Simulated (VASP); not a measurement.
# C10Cl: relaxation of the atoms with PBE

The system is C10Cl, a wire with vacuum.

```
C Cl
1.0
     4.27184    0.00000    0.00000
    -2.13592    8.61105    0.00000
     0.00000    0.00000   20.27880
C Cl
10 1
Cartesian
  -1.4239 8.4345 4.0000
  1.4239 8.4345 4.0000
  0.7120 8.2579 5.2205
  -0.7120 8.2579 5.2205
  -1.4327 8.0805 6.4391
  1.4327 8.0805 6.4391
  0.6980 7.9021 7.6634
  -0.6980 7.9021 7.6634
  -1.5150 7.7396 8.7788
  1.5150 7.7396 8.7788
  0.6209 7.7396 10.4224
```

- Program: VASP 6.6.1
- Task: relaxation of the atoms
- Functional: PBE
- Potentials or basis: VASP PAW PBE potentials, release 64 (C, Cl)
- Cutoff: 520 eV
- k mesh: 7 × 3 × 1
- Occupations: gaussian, width 0.1 eV
- Spin: no spin polarisation
- Dipole correction: yes
- Atoms held fixed (from 0): [0, 1, 2, 3, 4, 5, 6, 7, 8, 9]
- Further INCAR settings: ALGO = Normal; EDIFF = 1e-07; NELMDL = -8; IBRION = 2; EDIFFG = -0.025; NSW = 36
- Atoms held along some axes (from 0): atom 10 along a and b

```json
{"Energy gained by relaxing": "1.5 meV/atom", "Ionic steps": "3", "Band gap on the k mesh": "zero (an odd number of electrons rules out a gap without spin polarisation)"}
```

Step by step:
```csv
step,energy change (eV),largest force on free atoms (eV/Å),pressure (GPa)
1,0.0000,0.5540,0.13
2,-0.0115,0.3037,0.18
3,-0.0160,0.0026,0.25
```

Final structure:
```yaml
crystal:
  lattice:
    - [4.27184, 0.00000, 0.00000]
    - [-2.13592, 8.61105, 0.00000]
    - [0.00000, 0.00000, 20.27880]
  atoms:
    - { symbol: C, position: [0.15641, 0.97949, 0.19725] }
    - { symbol: C, position: [0.82308, 0.97949, 0.19725] }
    - { symbol: C, position: [0.64616, 0.95898, 0.25743] }
    - { symbol: C, position: [0.31282, 0.95898, 0.25743] }
    - { symbol: C, position: [0.13380, 0.93838, 0.31753] }
    - { symbol: C, position: [0.80458, 0.93838, 0.31753] }
    - { symbol: C, position: [0.62223, 0.91767, 0.37790] }
    - { symbol: C, position: [0.29544, 0.91767, 0.37790] }
    - { symbol: C, position: [0.09474, 0.89880, 0.43290] }
    - { symbol: C, position: [0.80405, 0.89879, 0.43291] }
    - { symbol: Cl, position: [0.59474, 0.89880, 0.51125] }
```

Levels at points of the mesh, in eV from the Fermi level:
```
           k point  band 20  band 21  band 22  band 23  band 24  band 25  band 26  band 27
(0.00, 0.00, 0.00)    -1.79    -1.28    -1.09    -0.04     0.38     0.90     1.38     1.83
```

Wall time 14 min on 4 MPI ranks on AMD EPYC 7R43 64-Core Processor (Zen 3), on a shared host, peak memory 0.91 GiB a rank.

Caveat: an odd number of electrons without spin polarisation forces a metal; a magnetic or distorted state may lie lower.
